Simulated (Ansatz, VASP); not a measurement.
**Ge: VASP beside Ansatz**

```
Ge
1.0
     3.85140    0.00000    0.00000
    -1.92570    3.33541    0.00000
     0.00000    0.00000    6.37443
Ge
4
Cartesian
  1.9257 1.1118 0.4039
  0.0000 2.2236 3.5912
  1.9257 1.1118 2.7833
  0.0000 2.2236 5.9705
```

Alike in both runs: task single point; functional r2SCAN; k mesh 12 × 12 × 6; occupations gaussian, width 0.01 eV; no spin polarisation.

```csv
,VASP,Ansatz
version,VASP 6.6.1,Ansatz 0.2.0
potentials or method,"VASP PAW PBE potentials, release 64 (Ge_d), cutoff 520 eV","scalar-relativistic, plane waves, PAW"
valence electrons in the cell,56,56
```

|  | VASP | Ansatz | Ansatz less VASP |
| --- | --- | --- | --- |
| gap on the k mesh at the Fermi level (eV) | 0.39 | 0.42 | +0.028 |
| least direct gap on the mesh (eV) | 0.39 | 0.42 | +0.028 |
| pressure (GPa) | 10.1 | 10.0 | -0.12 |
| rms of the force components (eV/Å) | 0.004 | 0.000 | -0.0041 |

VASP's potentials were made for PBE, not for r2SCAN. Atom by atom the forces differ by 0.004 eV/Å (rms over components). The functional is the same, so the differences come from potentials, cutoffs and numerics.
